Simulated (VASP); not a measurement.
Set up this calculation in VASP 6.6.1, as the native input.

| Quantity | Value |
| --- | --- |
| Task | single point |
| Functional | revPBE |
| Dispersion | D4 |
| Potentials or basis | VASP PAW PBE potentials, release 64 (Mn_pv, F) |
| Cutoff | 520 eV |
| k mesh | 6 × 6 × 8 |
| Occupations | gaussian, width 0.05 eV |
| Spin | collinear spin, ferromagnetic start |
| Starting moments | [4.65, 4.65, 0.0, 0.0, 0.0, 0.0] μB |
| Hubbard terms | Mn d U = 3.9 eV |
| Dipole correction | no |
| Further INCAR settings | ALGO = Normal; EDIFF = 1e-07; NBANDS = 40 |

The structure of MnF2 lies in POSCAR:

```
MnF2
1.0
    4.8435660958      0.0000000000      0.0000000000
    0.0000000000      4.8435660958      0.0000000000
    0.0000000000      0.0000000000      3.3507994858
Mn F
2 4
Direct
    0.0000000000      0.0000000000      0.0000000000
    0.5000000000      0.5000000000      0.5000000000
    0.3045603225      0.3045603225      0.0000000000
    0.1954396775      0.8045603225      0.5000000000
    0.6954396775      0.6954396775      0.0000000000
    0.8045603225      0.1954396775      0.5000000000
```

The input as run:

INCAR

```
PREC     = Accurate       # precision mode
ENCUT    = 520            # plane-wave cutoff, eV
EDIFF    = 1E-7           # SCF threshold, eV
ISMEAR   = 0              # smearing method
SIGMA    = 0.05           # smearing width, eV
LREAL    = False          # projectors in reciprocal space
LASPH    = True           # aspherical terms in the spheres
NELM     = 150            # most SCF steps
ALGO     = Normal         # electronic algorithm
ISIF     = 2              # what is computed and relaxed
LWAVE    = False          # write WAVECAR
LCHARG   = False          # write CHGCAR
ISPIN    = 2              # spin polarisation
MAGMOM   = 4.65 4.65 0 0 0 0 # initial moments
LORBIT   = 11             # projections on sites
LMAXMIX  = 4              # l up to which the mixer works
LDAU     = True           # DFT+U
LDAUTYPE = 2            
LDAUL    = 2 -1           # shell
LDAUU    = 3.9 0          # U, eV
LDAUJ    = 0 0          
LDAUPRINT= 1            
GGA      = RE             # functional
IVDW     = 13             # dispersion correction
NBANDS   = 40             # bands
```

KPOINTS

```
Automatic mesh
0
Gamma
  6 6 8
```

Potentials or basis: VASP PAW PBE potentials, release 64 (Mn_pv, F).

The run is started by

```console
$ cat potpaw_PBE.64/Mn_pv/POTCAR potpaw_PBE.64/F/POTCAR > POTCAR
$ mpirun -np 1 vasp_std > vasp.out
```

Results of the run:

```yaml
Pressure: 4.3 GPa
Largest_force: 0.015 eV/Å
Band_gap_on_the_k_mesh: 2.56 eV, direct
Net_moment: 10.00 μB per cell
Site_moments: Mn +4.70; F +0.05 μB
Valence_electrons_inside_the_program's_atomic_spheres: Mn 11.25; F 6.13
Dispersion_energy_per_atom: -0.297 eV
```

Caveat: the PAW data sets were made with another functional, which shifts forces and pressure a little; only a ferromagnetic start was run, and an antiferromagnetic order may lie lower in energy.

Run time: 110 s on 1 thread of Intel(R) Xeon(R) 6975P-C (Granite Rapids), on a shared host, peak memory 0.35 GiB.
